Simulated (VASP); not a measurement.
# ZnS (P6_3/mmc) in VASP: settings compared

ZnS is run at these levels: r2SCAN, PBE; tasks: single point.

Program: VASP 6.6.1. These are calculated values, not measurements. Logs are shortened: lines on timing, memory, paths and dates and some standing lists are left out, and cuts for length are marked.

### Step 1. The cell of the first run

It takes space group P6_3/mmc (No. 194, hexagonal). The conventional cell has a = 3.985 Å, b = 3.985 Å, c = 5.938 Å, α = 90.00°, β = 90.00°, γ = 120.00°. Within 3.0 Å of Zn (site symmetry -6m2) lie 5 S at 2.30 to 2.97 Å. Within 3.0 Å of S (site symmetry -6m2) lie 5 Zn at 2.30 to 2.97 Å.

### Step 2. Single point, r2SCAN (20.42 Å³/atom)

POSCAR

```
ZnS
1.0
    3.9854483574      0.0000000000      0.0000000000
   -1.9927241787      3.4514995230      0.0000000000
    0.0000000000      0.0000000000      5.9382758531
Zn S
2 2
Direct
    0.3333333333      0.6666666667      0.2500000000
    0.6666666667      0.3333333333      0.7500000000
    0.6666666667      0.3333333333      0.2500000000
    0.3333333333      0.6666666667      0.7500000000
```

INCAR.step1

```
SYSTEM = ZnS
PREC     = Accurate       ! precision mode
ENCUT    = 520            ! plane-wave cutoff, eV
ISMEAR   = 0              ! smearing method
SIGMA    = 0.01           ! smearing width, eV
LREAL    = .False.        ! projectors in reciprocal space
LASPH    = .True.         ! aspherical terms in the spheres
NELM     = 60             ! most SCF steps
NBANDS   = 26             ! bands
GGA      = PE             ! functional
ALGO     = Normal         ! electronic algorithm
EDIFF    = 1E-4           ! SCF threshold, eV
LWAVE    = .True.         ! write WAVECAR
LCHARG   = .False.        ! write CHGCAR
```

INCAR.step2

```
SYSTEM = ZnS
PREC     = Accurate       ! precision mode
ENCUT    = 520            ! plane-wave cutoff, eV
EDIFF    = 1E-6           ! SCF threshold, eV
ISMEAR   = 0              ! smearing method
SIGMA    = 0.01           ! smearing width, eV
LREAL    = .False.        ! projectors in reciprocal space
LASPH    = .True.         ! aspherical terms in the spheres
NELM     = 60             ! most SCF steps
ALGO     = Normal         ! electronic algorithm
ISIF     = 2              ! what is computed and relaxed
LWAVE    = .False.        ! write WAVECAR
LCHARG   = .False.        ! write CHGCAR
METAGGA  = R2SCAN         ! meta-GGA
LMIXTAU  = .True.       
NBANDS   = 26             ! bands
ISTART   = 1
```

KPOINTS

```
regular mesh
0
Gamma
  6 6 4
  0 0 0
```

Potentials or basis: VASP PAW PBE potentials, release 64 (Zn, S).

Command:

```
$ cat potpaw_PBE.64/Zn/POTCAR potpaw_PBE.64/S/POTCAR > POTCAR
$ cp INCAR.step1 INCAR
$ mpirun -np 1 vasp_std > vasp.out
$ cp INCAR.step2 INCAR
$ mpirun -np 1 vasp_std > vasp.out
```

OUTCAR:

```text
SYSTEM = ZnS
   PREC = Accurate
   ENCUT = 520
   EDIFF = 1E-6
   ISMEAR = 0
   LREAL = .False.
   LASPH = .True.
   NELM = 60
   ISIF = 2
   METAGGA = R2SCAN
   ISTART = 1

 ion  position               nearest neighbor table
   1  0.333  0.667  0.250-   3 2.30   3 2.30   3 2.30
   2  0.667  0.333  0.750-   4 2.30   4 2.30   4 2.30
   3  0.667  0.333  0.250-   1 2.30   1 2.30   1 2.30
   4  0.333  0.667  0.750-   2 2.30   2 2.30   2 2.30

  LATTYP: Found a hexagonal cell.
 ALAT       =     3.9854483574
 C/A-ratio  =     1.4899894116

  Lattice vectors:

 A1 = (   3.9854483574,   0.0000000000,   0.0000000000)
 A2 = (  -1.9927241787,   3.4514995230,   0.0000000000)
 A3 = (   0.0000000000,   0.0000000000,   5.9382758531)

Analysis of symmetry for initial positions (statically):
=====================================================================
 Subroutine PRICEL returns:
 Original cell was already a primitive cell.

 Routine SETGRP: Setting up the symmetry group for a
 hexagonal supercell.

 Subroutine GETGRP returns: Found 24 space group operations
 (whereof 12 operations were pure point group operations)
 out of a pool of 24 trial point group operations.

The static configuration has the point symmetry D_3d.
 The point group associated with its full space group is D_6h.

Analysis of symmetry for dynamics (positions and initial velocities):
=====================================================================
 Subroutine PRICEL returns:
 Original cell was already a primitive cell.

 Routine SETGRP: Setting up the symmetry group for a
 hexagonal supercell.

 Subroutine GETGRP returns: Found 24 space group operations
 (whereof 12 operations were pure point group operations)
 out of a pool of 24 trial point group operations.

The dynamic configuration has the point symmetry D_3d.
 The point group associated with its full space group is D_6h.

 Subroutine INISYM returns: Found 24 space group operations
 (whereof 12 operations are pure point group operations),
 and found     1 'primitive' translations

----------------------------------------------------------------------------------------

                                     Primitive cell

  volume of cell :      81.6856
[... 84 lines left out ...]
   LNONCOLLINEAR =      F non collinear calculations
   LSORBIT =      F    spin-orbit coupling
   LASPH  =      T    aspherical Exc in radial PAW
   ENCUT  =  520.0 eV  38.22 Ry    6.18 a.u.   7.41  7.41 11.04*2*pi/ulx,y,z
   NELM   =     60;   NELMIN=  2; NELMDL=  0     # of ELM steps
   EDIFF  = 0.1E-05   stopping-criterion for ELM
   LREAL  =      F    real-space projection
   EDIFFG = 0.1E-04   stopping-criterion for IOM
   NSW    =      0    number of steps for IOM
   IBRION =     -1    ionic relax: 0-MD 1-quasi-New 2-CG
   NFREE  =      0    steps in history (QN), initial steepest desc. (CG)
   ISIF   =      2    stress and relaxation
   ISYM   =      2    0-nonsym 1-usesym 2-fastsym
   POTIM  = 0.5000    time-step for ionic-motion
   TEBEG  =    0.0;   TEEND  =   0.0 temperature during run
   PSTRESS=    0.0 pullay stress
   NELECT =      36.0000    total number of electrons
   NUPDOWN=      -1.0000    fix difference up-down
   EMIN   =  10.00;   EMAX   =-10.00  energy-range for DOS
   EFERMI =   0.00;   METHOD = LEGACY
   ISMEAR =     0;   SIGMA  =   0.01  broadening in eV -4-tet -1-fermi 0-gaus
   EFERMI_NEDOS =   21; number of points for ismear=-14 and -15
   IALGO  =     38    algorithm
   IMIX   =      4    mixing-type and parameters
     AMIX     =   0.40;   BMIX     =  1.00
     AMIX_MAG =   1.60;   BMIX_MAG =  1.00
  volume/ion in A,a.u.               =      20.42       137.81
  Fermi-wavevector in a.u.,A,eV,Ry     =   1.245835  2.354287 21.117670  1.552105
  Thomas-Fermi vector in A             =   2.380040
   LORBIT       =      0    0 simple, 1 ext, 2 COOP (PROOUT), +10 PAW based schemes
   METAGGA = R2SCAN    functional components
   LHFCALC =     F    Hartree Fock is set to
   AEXX    =    0.0000 exact exchange contribution
   IVDW    =     0    specifies the selected vdW correction
   LEPSILON=     F    determine dielectric tensor
   LRPA    =     F    only Hartree local field effects (RPA)
 non-spin polarized calculation
 Gauss-broadening in eV      SIGMA  =   0.01
  energy-cutoff  :      520.00
  volume of cell :       81.69
 maximum number of plane-waves:      2225
 NGX is ok and might be reduce to    30
   NGX = 15   NGY = 15   NGZ = 23

 number of electron      35.9999993 magnetization

 Free energy of the ion-electron system (eV)
  ---------------------------------------------------
  ext. energy  EPLUGINS =         0.00000000
  ---------------------------------------------------
  free energy    TOTEN  =       -37.00298580 eV

  energy without entropy =      -37.00298580  energy(sigma->0) =      -37.00298580

 E-fermi :   1.8001     XC(G=0): -10.1069

 val. band max:        1.7194980823   @ k =   0.0000   0.0000   0.0000
 cond. band min:       3.5737770294   @ k =   0.0000   0.0000   0.0000
 fundamental gap:      1.8542789471
 Fermi energy:         1.8001313275

 k-point     1 :       0.0000    0.0000    0.0000
  band No.  band energies     occupation
      1     -11.8854      2.00000
      2     -10.9015      2.00000
      3      -5.0972      2.00000
      4      -5.0970      2.00000
      5      -5.0664      2.00000
      6      -5.0662      2.00000
[... 598 lines left out ...]
     25      11.1739      0.00000
     26      11.1739      0.00000

------------------------ aborting loop because EDIFF is reached ----------------------------------------

  FORCE on cell =-STRESS in cart. coord.  units (eV):
  Direction    XX          YY          ZZ          XY          YZ          ZX
  --------------------------------------------------------------------------------------
  -------------------------------------------------------------------------------------
  Total       -1.3353136     -1.3353136     -0.5442877      0.0000000      0.0000000      0.0000000
  in kB      -26.1907825    -26.1907825    -10.6756350      0.0000000      0.0000000      0.0000000
  external PRESSURE =     -21.0190667 kB  Pullay stress =       0.0000000 kB

 VOLUME and BASIS-vectors are now :
 -----------------------------------------------------------------------------
  energy-cutoff  :      520.00
  volume of cell :       81.69
      direct lattice vectors                 reciprocal lattice vectors
     3.985448357  0.000000000  0.000000000     0.250912798  0.144864572  0.000000000
    -1.992724179  3.451499523  0.000000000     0.000000000  0.289729143  0.000000000
     0.000000000  0.000000000  5.938275853     0.000000000  0.000000000  0.168399048

 POSITION                                       TOTAL-FORCE (eV/Angst)
 -----------------------------------------------------------------------------------
     -0.00000      2.30100      1.48457         0.000000      0.000000      0.000000
      1.99272      1.15050      4.45371         0.000000     -0.000000      0.000000
      1.99272      1.15050      1.48457        -0.000000      0.000000      0.000000
     -0.00000      2.30100      4.45371        -0.000000     -0.000000      0.000000
 -----------------------------------------------------------------------------------
    total drift:                                0.000000     -0.000000      0.000000

  FREE ENERGIE OF THE ION-ELECTRON SYSTEM (eV)
  ---------------------------------------------------
  free  energy   TOTEN  =       -37.0029858012 eV

  energy  without entropy=      -37.0029858012  energy(sigma->0) =      -37.00298580
```

OUTCAR.step1:

```text
SYSTEM = ZnS
   PREC = Accurate
   ENCUT = 520
   ISMEAR = 0
   LREAL = .False.
   LASPH = .True.
   NELM = 60
[... 834 lines left out ...]
      1.99272      1.15050      4.45371        -0.000000      0.000000      0.000000
      1.99272      1.15050      1.48457        -0.000000      0.000000      0.000000
     -0.00000      2.30100      4.45371         0.000000      0.000000      0.000000
 -----------------------------------------------------------------------------------
    total drift:                                0.000000     -0.000000      0.000000

  FREE ENERGIE OF THE ION-ELECTRON SYSTEM (eV)
  ---------------------------------------------------
  free  energy   TOTEN  =       -13.0288048088 eV

  energy  without entropy=      -13.0288048088  energy(sigma->0) =      -13.02880481
```

OSZICAR.step1:

```text
N       E                     dE             d eps       ncg     rms          rms(c)
DAV:   1     0.241463983726E+03    0.24146E+03   -0.17144E+04  1092   0.166E+03
DAV:   2     0.105708305022E+02   -0.23089E+03   -0.22050E+03  1140   0.345E+02
DAV:   3    -0.134632040339E+02   -0.24034E+02   -0.23746E+02  1328   0.110E+02
DAV:   4    -0.140372062605E+02   -0.57400E+00   -0.57280E+00  1280   0.170E+01
DAV:   5    -0.140459390528E+02   -0.87328E-02   -0.87305E-02  1288   0.205E+00    0.933E+00
DAV:   6    -0.130468695362E+02    0.99907E+00   -0.19179E+00  1582   0.376E+01    0.736E+00
DAV:   7    -0.130330774914E+02    0.13792E-01   -0.12849E+00  1164   0.658E+00    0.356E+00
DAV:   8    -0.130279217883E+02    0.51557E-02   -0.46379E-02  1356   0.245E+00    0.975E-01
DAV:   9    -0.130283358765E+02   -0.41409E-03   -0.83759E-03  1424   0.163E+00    0.220E-01
DAV:  10    -0.130285557222E+02   -0.21985E-03   -0.10558E-03  1266   0.365E-01    0.985E-02
DAV:  11    -0.130288065713E+02   -0.25085E-03   -0.39700E-04  1096   0.126E-01    0.652E-02
DAV:  12    -0.130288048088E+02    0.17625E-05   -0.11282E-05   688   0.245E-02
   1 F= -.13028805E+02 E0= -.13028805E+02  d E =-.651808E-55
```

It took 4.2 min on 1 thread of Intel Xeon 8259CL, shared host; peak memory 0.22 GiB.

Results:

| Item | Value |
| --- | --- |
| Free energy | -37.0030 eV |
| Pressure | -2.1 GPa |
| Band gap on the k mesh | 1.85 eV |

Caveat: the PAW data sets were made with another functional, which shifts forces and pressure a little. A k mesh can miss the band edges.

(Part 1 of 2 ends here.)
